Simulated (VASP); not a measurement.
# NaCl (Fm-3m) in VASP: settings compared, part 2 of 2

VASP 6.6.1. Earlier steps stand in the parts before.

**4. Dielectric tensor, r2SCAN (strain -3.0%)**

Input file INCAR:

```
ALGO     = Normal         # electronic algorithm
EDIFF    = 1E-8           # SCF threshold, eV
ENCUT    = 520            # plane-wave cutoff, eV
ISIF     = 2              # what is computed and relaxed
ISMEAR   = 0              # smearing method
LASPH    = T              # aspherical terms in the spheres
LCALCEPS = T            
LCHARG   = F              # write CHGCAR
LMIXTAU  = T            
LREAL    = F              # projectors in reciprocal space
LWAVE    = F              # write WAVECAR
METAGGA  = R2SCAN         # meta-GGA
NELM     = 60             # most SCF steps
PREC     = Accurate       # precision mode
SIGMA    = 0.01           # smearing width, eV
```

Input file KPOINTS:

```
k-points
0
Gamma
  6 6 6
```

Input file POSCAR:

```
NaCl
1.0
    0.0000000000      2.7186178606      2.7186178606
    2.7186178606      0.0000000000      2.7186178606
    2.7186178606      2.7186178606      0.0000000000
Na Cl
1 1
Direct
    0.0000000000      0.0000000000      0.0000000000
    0.5000000000      0.5000000000      0.5000000000
```

Potentials or basis: VASP PAW PBE potentials, release 64 (Na_pv, Cl).

Launch:

```console
$ cat potpaw_PBE.64/Na_pv/POTCAR potpaw_PBE.64/Cl/POTCAR > POTCAR
$ mpirun -np 1 vasp_std > vasp.out
```

OUTCAR:

```text
EDIFF = 1E-8
   ENCUT = 520
   ISIF = 2
   ISMEAR = 0
   LASPH = T
   LREAL = F
   METAGGA = R2SCAN
   NELM = 60
   PREC = Accurate

 ion  position               nearest neighbor table
   1  0.000  0.000  0.000-   2 2.72   2 2.72   2 2.72   2 2.72   2 2.72   2 2.72
   2  0.500  0.500  0.500-   1 2.72   1 2.72   1 2.72   1 2.72   1 2.72   1 2.72

  LATTYP: Found a face centered cubic cell.
 ALAT       =     5.4372357212

  Lattice vectors:

 A1 = (   0.0000000000,   2.7186178606,   2.7186178606)
 A2 = (   2.7186178606,   0.0000000000,   2.7186178606)
 A3 = (   2.7186178606,   2.7186178606,   0.0000000000)

Analysis of symmetry for initial positions (statically):
=====================================================================
 Subroutine PRICEL returns:
 Original cell was already a primitive cell.

 Routine SETGRP: Setting up the symmetry group for a
 face centered cubic supercell.

 Subroutine GETGRP returns: Found 48 space group operations
 (whereof 48 operations were pure point group operations)
[... 525 lines left out ...]

 PIEZOELECTRIC TENSOR (including local field effects) (C/m^2)
          XX          YY          ZZ          XY          YZ          ZX
  --------------------------------------------------------------------------------
  x     0.00000     0.00000     0.00000     0.00000     0.00000     0.00000
  y     0.00000     0.00000     0.00000     0.00000     0.00000     0.00000
  z     0.00000     0.00000     0.00000     0.00000     0.00000     0.00000

 BORN EFFECTIVE CHARGES (including local field effects) (in |e|, cummulative output)
 ---------------------------------------------------------------------------------
 ion    1
    1     1.04576    -0.00000    -0.00000
    2    -0.00000     1.04576    -0.00000
    3    -0.00000    -0.00000     1.04576
 ion    2
    1    -1.04576     0.00000     0.00000
    2     0.00000    -1.04576     0.00000
    3     0.00000     0.00000    -1.04576

  FORCE on cell =-STRESS in cart. coord.  units (eV):
  Direction    XX          YY          ZZ          XY          YZ          ZX
  --------------------------------------------------------------------------------------
  -------------------------------------------------------------------------------------
  Total        0.7072636      0.7072636      0.7072636      0.0000000      0.0000000      0.0000000
  in kB       28.1979412     28.1979412     28.1979412      0.0000000      0.0000000      0.0000000
  external PRESSURE =      28.1979412 kB  Pullay stress =       0.0000000 kB

 VOLUME and BASIS-vectors are now :
 -----------------------------------------------------------------------------
  energy-cutoff  :      520.00
  volume of cell :       40.19
      direct lattice vectors                 reciprocal lattice vectors
     0.000000000  2.718617861  2.718617861    -0.183916985  0.183916985  0.183916985
     2.718617861  0.000000000  2.718617861     0.183916985 -0.183916985  0.183916985
     2.718617861  2.718617861  0.000000000     0.183916985  0.183916985 -0.183916985

 POSITION                                       TOTAL-FORCE (eV/Angst)
 -----------------------------------------------------------------------------------
      0.00000      0.00000      0.00000        -0.000000     -0.000000     -0.000000
      2.71862      2.71862      2.71862         0.000000      0.000000      0.000000
 -----------------------------------------------------------------------------------
    total drift:                               -0.000000      0.000000      0.000000

  FREE ENERGIE OF THE ION-ELECTRON SYSTEM (eV)
  ---------------------------------------------------
  free  energy   TOTEN  =       -13.7602742299 eV

  energy  without entropy=      -13.7602742299  energy(sigma->0) =      -13.76027423
```

OSZICAR:

```text
N       E                     dE             d eps       ncg     rms          rms(c)
DAV:   1     0.977428081873E+02    0.97743E+02   -0.76450E+03   355   0.137E+03
DAV:   2    -0.697243331359E+01   -0.10472E+03   -0.98406E+02   393   0.306E+02
DAV:   3    -0.157033443971E+02   -0.87309E+01   -0.86712E+01   427   0.884E+01
[... 12 lines left out ...]
DMP:   7    -0.137602740813E+02   -0.12884E-06   -0.13148E-06   748   0.443E-06  -0.219E-06
DMP:   8    -0.137602741315E+02   -0.50203E-07   -0.10984E-06   748   0.316E-06  -0.793E-07
DMP:   9    -0.137602741949E+02   -0.63417E-07   -0.57130E-07   748   0.122E-06   0.397E-07
DMP:  10    -0.137602742175E+02   -0.22666E-07   -0.17223E-07   748   0.566E-07  -0.261E-07
DMP:  11    -0.137602742224E+02   -0.49038E-08   -0.14757E-07   748   0.438E-07  -0.133E-07
DMP:  12    -0.137602742299E+02   -0.74995E-08   -0.77341E-08   748   0.173E-07   0.400E-08
   1 F= -.13760274E+02 E0= -.13760274E+02  d E =-.795063E-25
```

stdout:

```text
POSCAR found type information on POSCAR NaCl
 POSCAR found :  2 types and       2 ions
 scaLAPACK will be used
 -----------------------------------------------------------------------------
[... 93 lines left out ...]
dp_tot=(  0.129E-06  0.129E-06  0.329E-02 )  diag[e(oo)]=(    ---      ---    2.48118 )
 p_tot=( -0.190E+02 -0.190E+02 -0.190E+02 )
dp_tot=(  0.128E-06  0.128E-06  0.331E-02 )  diag[e(oo)]=(    ---      ---    2.49215 )
 p_tot=( -0.190E+02 -0.190E+02 -0.190E+02 )
dp_tot=(  0.126E-06  0.126E-06  0.332E-02 )  diag[e(oo)]=(    ---      ---    2.49334 )
 final diagonalization full
 p_tot=( -0.190E+02 -0.190E+02 -0.190E+02 )
dp_tot=(  0.126E-06  0.125E-06  0.331E-02 )  diag[e(oo)]=(    ---      ---    2.48895 )
```

Run time: 21 min. Hardware: 1 thread of Intel Xeon Platinum 8488C (Sapphire Rapids), shared host; peak memory 0.27 GiB.

What came out:

* Band gap on the k mesh: 6.42 eV
* Electronic dielectric tensor (diagonal): 2.49
* Born charges (mean of the diagonal): Na +1.05; Cl -1.05 e

Levels at points of the mesh, in eV from the valence-band top:
```
           k point  band 4  band 5  band 6  band 7  band 8  band 9  band 10  band 11
(0.00, 0.00, 0.00)  -13.50    0.00    0.00    0.00    6.42   11.85    11.85    11.85
(0.50, 0.00, 0.00)  -13.03   -2.28   -0.35   -0.35    8.15   12.02    12.03    12.57
(0.50, 0.50, 0.00)  -12.98   -2.00   -0.72   -0.72    8.50    8.76    13.08    16.43
```

Electronic dielectric tensor:
```
2.49 0.00 0.00
0.00 2.49 0.00
0.00 0.00 2.49
```

Born effective charge tensors (e):
atom 1, Na
```
1.05 0.00 0.00
0.00 1.05 0.00
0.00 0.00 1.05
```
atom 2, Cl
```
-1.05  0.00  0.00
 0.00 -1.05  0.00
 0.00  0.00 -1.05
```

Dipole moments of the cell (e·Å, modulo the quantum): ionic -19.030, -19.030, -19.030; electronic 0.000, 0.000, 0.003

Caveat: the cell differs from its parent crystal (strain -3.0%); the PAW data sets were made with another functional, which shifts forces and pressure a little.

**5. The runs side by side**

```csv
task,level,potentials or basis,cell,k mesh,cutoff (eV),GW scheme,GW iterations,cutoff of the response function,frequency points,empty bands,gap on the mesh (eV)
G0W0 quasiparticle levels,PBE,"VASP PAW PBE potentials, release 64 (Na_sv_GW, Cl_GW)","a = 4.122 Å, angles 60.0°, 2 atoms",4 × 4 × 4,500,G0W0,1,150,96,206,-
dielectric tensor,r2SCAN,"VASP PAW PBE potentials, release 64 (Na_pv, Cl)","a = 3.805 Å, angles 60.0°, 2 atoms",6 × 6 × 6,520,-,-,-,-,-,6.57
dielectric tensor,r2SCAN,"VASP PAW PBE potentials, release 64 (Na_pv, Cl)","a = 3.845 Å, angles 60.0°, 2 atoms",6 × 6 × 6,520,-,-,-,-,-,6.42
```

Alike in all rows: no spin polarisation; smearing gaussian 0.01 eV.

Caveats: some runs use coarse meshes; the PAW data sets were made with another functional, which shifts forces and pressure a little (at least some runs); bands, screening cutoff and mesh are small and nothing is extrapolated, so the quasiparticle values aren't converged (at least some runs).

Total energies depend on the potentials used, so only differences within one code and one set of settings carry meaning.
